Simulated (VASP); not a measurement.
# Au (P6/mmm) in VASP: a series of runs, part 2 of 2

VASP 6.6.1. Earlier steps stand in the parts before.

## (3) Single point, PBE (volume scaled by 0.92)

INCAR

```
  PREC = Accurate
  ENCUT = 520
  EDIFF = 1E-7
  ISMEAR = -1
  SIGMA = 0.1
  LREAL = F
  LASPH = T
  NELM = 80
  ALGO = Normal
  ISIF = 2
  LWAVE = F
  LCHARG = F
  GGA = PE
  NBANDS = 24
```

KPOINTS

```
regular mesh
0
Gamma
  9 9 13
```

POSCAR

```
Au
1.0
    4.6098401853      0.0000000000      0.0000000000
   -2.3049200927      3.9922387078      0.0000000000
    0.0000000000      0.0000000000      2.7540213733
Au
3
Direct
    1.0000000000      1.0000000000      0.0000000000
    0.3333333333      0.6666666667      0.5000000000
    0.6666666667      0.3333333333      0.5000000000
```

Potentials or basis: VASP PAW PBE potentials, release 64 (Au).

Command:

```sh
cat potpaw_PBE.64/Au/POTCAR > POTCAR
mpirun -np 1 vasp_std > vasp.out
```

OUTCAR:

```text
PREC = Accurate
   ENCUT = 520
   EDIFF = 1E-7
   ISMEAR = -1
   LREAL = F
   LASPH = T
   NELM = 80
   ISIF = 2
   GGA = PE

 ion  position               nearest neighbor table
   1  0.000  0.000  0.000-   2 3.00   3 3.00   2 3.00   3 3.00   2 3.00   2 3.00   3 3.00   3 3.00
                             3 3.00   3 3.00   2 3.00   2 3.00
   2  0.333  0.667  0.500-   3 2.66   3 2.66   3 2.66   1 3.00   1 3.00   1 3.00   1 3.00   1 3.00
                             1 3.00
   3  0.667  0.333  0.500-   2 2.66   2 2.66   2 2.66   1 3.00   1 3.00   1 3.00   1 3.00   1 3.00
                             1 3.00

  LATTYP: Found a hexagonal cell.
 ALAT       =     4.6098401853
 C/A-ratio  =     0.5974223102

  Lattice vectors:

 A1 = (   4.6098401853,   0.0000000000,   0.0000000000)
 A2 = (  -2.3049200927,   3.9922387078,   0.0000000000)
 A3 = (   0.0000000000,   0.0000000000,   2.7540213733)

Analysis of symmetry for initial positions (statically):
=====================================================================
 Subroutine PRICEL returns:
 Original cell was already a primitive cell.

 Routine SETGRP: Setting up the symmetry group for a
[... 168 lines left out ...]
  energy without entropy =       -9.28067917  energy(sigma->0) =       -9.29673634

 E-fermi :   9.5972     XC(G=0): -12.7578

 val. band max:        9.5895384469   @ k =   0.3333   0.1111   0.3077
 cond. band min:       9.5977936167   @ k =   0.2222   0.2222   0.4615
 fundamental gap:      0.0082551698
 Fermi energy:         9.5972106299

 k-point     1 :       0.0000    0.0000    0.0000
  band No.  band energies     occupation
      1      -0.3285      2.00000
      2       2.5842      2.00000
      3       3.8797      2.00000
      4       4.3783      2.00000
      5       4.4609      2.00000
      6       4.4609      2.00000
[... 637 lines left out ...]
     23      23.8717      0.00000
     24      24.4043      0.00000

 [... further k-points ...]

------------------------ aborting loop because EDIFF is reached ----------------------------------------

  FORCE on cell =-STRESS in cart. coord.  units (eV):
  Direction    XX          YY          ZZ          XY          YZ          ZX
  --------------------------------------------------------------------------------------
  -------------------------------------------------------------------------------------
  Total        4.4116551      4.4116551      4.1720457     -0.0000000     -0.0000000      0.0000000
  in kB      139.4576861    139.4576861    131.8833476     -0.0000000     -0.0000000      0.0000000
  external PRESSURE =     136.9329066 kB  Pullay stress =       0.0000000 kB

 VOLUME and BASIS-vectors are now :
 -----------------------------------------------------------------------------
  energy-cutoff  :      520.00
  volume of cell :       50.68
      direct lattice vectors                 reciprocal lattice vectors
     4.609840185  0.000000000  0.000000000     0.216927260  0.125243012  0.000000000
    -2.304920093  3.992238708  0.000000000     0.000000000  0.250486024  0.000000000
     0.000000000  0.000000000  2.754021373     0.000000000  0.000000000  0.363105388

 POSITION                                       TOTAL-FORCE (eV/Angst)
 -----------------------------------------------------------------------------------
      0.00000      0.00000      0.00000        -0.000000      0.000000      0.000000
     -0.00000      2.66149      1.37701         0.000000     -0.000000      0.000000
      2.30492      1.33075      1.37701         0.000000      0.000000      0.000000
 -----------------------------------------------------------------------------------
    total drift:                                0.000000      0.000000     -0.000000

  FREE ENERGIE OF THE ION-ELECTRON SYSTEM (eV)
  ---------------------------------------------------
  free  energy   TOTEN  =        -9.3127935147 eV

  energy  without entropy=       -9.2806791713  energy(sigma->0) =       -9.29673634
```

OSZICAR:

```text
N       E                     dE             d eps       ncg     rms          rms(c)
DAV:   1     0.207309515332E+03    0.20731E+03   -0.16641E+04  4080   0.131E+03
DAV:   2    -0.633980186971E+01   -0.21365E+03   -0.19861E+03  4448   0.301E+02
DAV:   3    -0.100922696052E+02   -0.37525E+01   -0.37261E+01  4856   0.415E+01
DAV:   4    -0.101120756010E+02   -0.19806E-01   -0.19805E-01  4672   0.317E+00
DAV:   5    -0.101122656276E+02   -0.19003E-03   -0.19003E-03  4976   0.336E-01    0.172E+01
DAV:   6    -0.937928431873E+01    0.73298E+00   -0.14570E+00  4600   0.977E+00    0.109E+01
DAV:   7    -0.931995705772E+01    0.59327E-01   -0.18746E-01  4880   0.345E+00    0.427E+00
DAV:   8    -0.931280163727E+01    0.71554E-02   -0.15691E-02  4624   0.919E-01    0.433E-01
DAV:   9    -0.931277166207E+01    0.29975E-04   -0.68530E-05  5056   0.622E-02    0.297E-02
DAV:  10    -0.931279321164E+01   -0.21550E-04   -0.86720E-06  4808   0.256E-02    0.560E-03
DAV:  11    -0.931279356076E+01   -0.34912E-06   -0.31855E-07  4680   0.412E-03    0.129E-03
DAV:  12    -0.931279351470E+01    0.46062E-07   -0.11308E-08  3056   0.908E-04
   1 F= -.93127935E+01 E0= -.92967363E+01  d E =-.321143E-01
```

Run time: 94 s. Hardware: 1 thread of Intel Xeon 6975P-C, shared host; peak memory 0.22 GiB.

Results:

| Item | Value |
| --- | --- |
| Free energy | -9.3128 eV |
| Pressure | 13.7 GPa |

Caveat: the cell differs from its parent crystal (volume scaled by 0.92); spin-orbit coupling is left out, which moves the levels of the heavy elements.

## (4) Single point, PBE (volume scaled by 0.96)

INCAR

```
SYSTEM = Au
  PREC = Accurate
  ENCUT = 520
  EDIFF = 1E-6
  ISMEAR = -1
  SIGMA = 0.1
  LREAL = .False.
  LASPH = .True.
  NELM = 80
  ALGO = Normal
  ISIF = 2
  LWAVE = .False.
  LCHARG = .True.
  GGA = PE
  LELF = .True.
  LVHAR = .True.
  NBANDS = 24
```

KPOINTS

```
regular mesh
0
Gamma
  9 9 13
  0 0 0
```

POSCAR

```
Au
1.0
    4.6757039436      0.0000000000      0.0000000000
   -2.3378519718      4.0492783957      0.0000000000
    0.0000000000      0.0000000000      2.7933698519
Au
3
Direct
    1.0000000000      1.0000000000      0.0000000000
    0.3333333333      0.6666666667      0.5000000000
    0.6666666667      0.3333333333      0.5000000000
```

Potentials or basis: VASP PAW PBE potentials, release 64 (Au).

Command:

```sh
cat potpaw_PBE.64/Au/POTCAR > POTCAR
mpirun -np 1 vasp_std > vasp.out
```

OUTCAR:

```text
SYSTEM = Au
   PREC = Accurate
   ENCUT = 520
   EDIFF = 1E-6
   ISMEAR = -1
   LREAL = .False.
   LASPH = .True.
   NELM = 80
   ISIF = 2
   GGA = PE

 ion  position               nearest neighbor table
   1  0.000  0.000  0.000-   2 3.04   3 3.04   2 3.04   3 3.04   2 3.04   2 3.04   3 3.04   3 3.04
                             3 3.04   3 3.04   2 3.04   2 3.04
   2  0.333  0.667  0.500-   3 2.70   3 2.70   3 2.70   1 3.04   1 3.04   1 3.04   1 3.04   1 3.04
                             1 3.04
   3  0.667  0.333  0.500-   2 2.70   2 2.70   2 2.70   1 3.04   1 3.04   1 3.04   1 3.04   1 3.04
                             1 3.04

  LATTYP: Found a hexagonal cell.
[... 846 lines left out ...]
  --------------------------------------------------------------------------------------
  -------------------------------------------------------------------------------------
  Total        1.9798933      1.9798933      1.7448151      0.0000000     -0.0000000      0.0000000
  in kB       59.9790091     59.9790091     52.8575349      0.0000000     -0.0000000      0.0000000
  external PRESSURE =      57.6051844 kB  Pullay stress =       0.0000000 kB

 VOLUME and BASIS-vectors are now :
 -----------------------------------------------------------------------------
  energy-cutoff  :      520.00
  volume of cell :       52.89
      direct lattice vectors                 reciprocal lattice vectors
     4.675703944  0.000000000  0.000000000     0.213871539  0.123478791  0.000000000
    -2.337851972  4.049278396  0.000000000     0.000000000  0.246957582  0.000000000
     0.000000000  0.000000000  2.793369852     0.000000000  0.000000000  0.357990547

 POSITION                                       TOTAL-FORCE (eV/Angst)
 -----------------------------------------------------------------------------------
      0.00000      0.00000      0.00000        -0.000000      0.000000     -0.000000
     -0.00000      2.69952      1.39668        -0.000000      0.000000      0.000000
      2.33785      1.34976      1.39668         0.000000      0.000000     -0.000000
 -----------------------------------------------------------------------------------
    total drift:                                0.000000      0.000000     -0.000000

  FREE ENERGIE OF THE ION-ELECTRON SYSTEM (eV)
  ---------------------------------------------------
  free  energy   TOTEN  =        -9.4458817231 eV

  energy  without entropy=       -9.4136293205  energy(sigma->0) =       -9.42975552
```

stdout:

```text
POSCAR found type information on POSCAR Au
 POSCAR found :  1 types and       3 ions
 scaLAPACK will be used
 LDA part: xc-table for (Slater+PW92), standard interpolation
 POSCAR, INCAR and KPOINTS ok, starting setup
 FFT: planning ... GRIDC
 FFT: planning ... GRID_SOFT
 FFT: planning ... GRID
 WAVECAR not read
 entering main loop
```

It took 79 s on 1 thread of Intel Xeon 6975P-C, shared host; peak memory 0.23 GiB.

Results:

| Property | Result |
| --- | --- |
| Free energy | -9.4459 eV |
| Pressure | 5.8 GPa |

Levels at points of the mesh, in eV from the Fermi level:
| k point | band 12 | band 13 | band 14 | band 15 | band 16 | band 17 | band 18 | band 19 | band 20 | band 21 |
| --- | --- | --- | --- | --- | --- | --- | --- | --- | --- | --- |
| (0.00, 0.00, 0.00) | -3.37 | -3.31 | -3.31 | -1.79 | -1.79 | 2.87 | 3.73 | 5.25 | 5.25 | 5.26 |

Caveat: the cell differs from its parent crystal (volume scaled by 0.96); spin-orbit coupling is left out, which moves the levels of the heavy elements.

## (5) Single point, PBE

This run uses another cell than the first one, of 18.36 Å³/atom, 1.136 times its volume.

INCAR

```
SYSTEM = Au
ALGO = Normal
EDIFF = 1E-6
ENCUT = 520
GGA = PE
ISIF = 2
ISMEAR = -1
LASPH = .True.
LCHARG = .False.
LREAL = .False.
LWAVE = .False.
NBANDS = 24
NELM = 100
PREC = Accurate
SIGMA = 0.1
```

KPOINTS

```
k-points
0
Gamma
  9 9 13
  0 0 0
```

POSCAR

```
Au
1.0
    4.7397626427      0.0000000000      0.0000000000
   -2.3698813214      4.1047548565      0.0000000000
    0.0000000000      0.0000000000      2.8316399480
Au
3
Direct
    1.0000000000      1.0000000000      0.0000000000
    0.3333333333      0.6666666667      0.5000000000
    0.6666666667      0.3333333333      0.5000000000
```

Command:

```sh
cat potpaw_PBE.64/Au/POTCAR > POTCAR
mpirun -np 1 vasp_std > vasp.out
```

Wall time 74 s (1 thread of Intel Xeon 6975P-C, shared host); peak memory 0.23 GiB.

Results (log left out):

| Item | Value |
| --- | --- |
| Free energy | -9.4834 eV |
| Pressure | -0.3 GPa |

Stress tensor (GPa, compression positive):
```
-0.05  0.00  0.00
 0.00 -0.05  0.00
 0.00  0.00 -0.70
```

Levels at points of the mesh, in eV from the Fermi level:
| k point | band 12 | band 13 | band 14 | band 15 | band 16 | band 17 | band 18 | band 19 | band 20 | band 21 |
| --- | --- | --- | --- | --- | --- | --- | --- | --- | --- | --- |
| (0.00, 0.00, 0.00) | -3.24 | -3.18 | -3.18 | -1.77 | -1.77 | 2.72 | 3.55 | 5.13 | 5.13 | 5.14 |

Caveat: spin-orbit coupling is left out, which moves the levels of the heavy elements.

## (6) Single point, PBE (volume scaled by 1.04)

INCAR

```
SYSTEM = Au
PREC = Accurate ; ENCUT = 520
EDIFF = 1E-6 ; ISMEAR = -1
SIGMA = 0.1 ; LREAL = .False.
LASPH = .True. ; NELM = 100
ALGO = Normal ; ISIF = 2
LWAVE = .False. ; LCHARG = .False.
GGA = PE ; NBANDS = 24
```

KPOINTS

```
regular mesh
0
Gamma
  9 9 13
  0 0 0
```

POSCAR

```
Au
1.0
    4.8021350934      0.0000000000      0.0000000000
   -2.4010675467      4.1587709832      0.0000000000
    0.0000000000      0.0000000000      2.8689026415
Au
3
Direct
    1.0000000000      1.0000000000      0.0000000000
    0.3333333333      0.6666666667      0.5000000000
    0.6666666667      0.3333333333      0.5000000000
```

Potentials or basis: VASP PAW PBE potentials, release 64 (Au).

Command:

```sh
cat potpaw_PBE.64/Au/POTCAR > POTCAR
mpirun -np 1 vasp_std > vasp.out
```

Run time: 87 s. Hardware: 1 thread of Intel Xeon 6975P-C, shared host; peak memory 0.23 GiB.

It converged, with:

- Free energy: -9.4485 eV
- Pressure: -4.8 GPa

Stress tensor (GPa, compression positive):
```
-4.63  0.00  0.00
 0.00 -4.63  0.00
 0.00  0.00 -5.20
```

Levels at points of the mesh, in eV from the Fermi level:
```csv
k point,band 13,band 14,band 15,band 16,band 17,band 18,band 19,band 20
"(0.00, 0.00, 0.00)",-3.07,-3.07,-1.76,-1.76,2.58,3.38,5.02,5.02
```

Caveat: the cell differs from its parent crystal (volume scaled by 1.04); spin-orbit coupling is left out, which moves the levels of the heavy elements.

## (7) Overview

```csv
cell,gap on the mesh (eV),pressure (GPa)
"a = 4.542, b = 4.542, c = 2.714 Å, angles 90.0, 90.0, 120.0°, 3 atoms",none,24.1
"a = 4.610, b = 4.610, c = 2.754 Å, angles 90.0, 90.0, 120.0°, 3 atoms",none,13.7
"a = 4.676, b = 4.676, c = 2.793 Å, angles 90.0, 90.0, 120.0°, 3 atoms",none,5.8
"a = 4.740, b = 4.740, c = 2.832 Å, angles 90.0, 90.0, 120.0°, 3 atoms",none,-0.3
"a = 4.802, b = 4.802, c = 2.869 Å, angles 90.0, 90.0, 120.0°, 3 atoms",none,-4.8
```

Alike in all rows: task single point; level PBE; potentials or basis VASP PAW PBE potentials, release 64 (Au); no spin polarisation; k mesh 9 × 9 × 13; cutoff (eV) 520; smearing fermi-dirac 0.1 eV.

Caveats: spin-orbit coupling is left out, which moves the levels of the heavy elements.

Absolute energies hang on the potentials; compare differences alone.
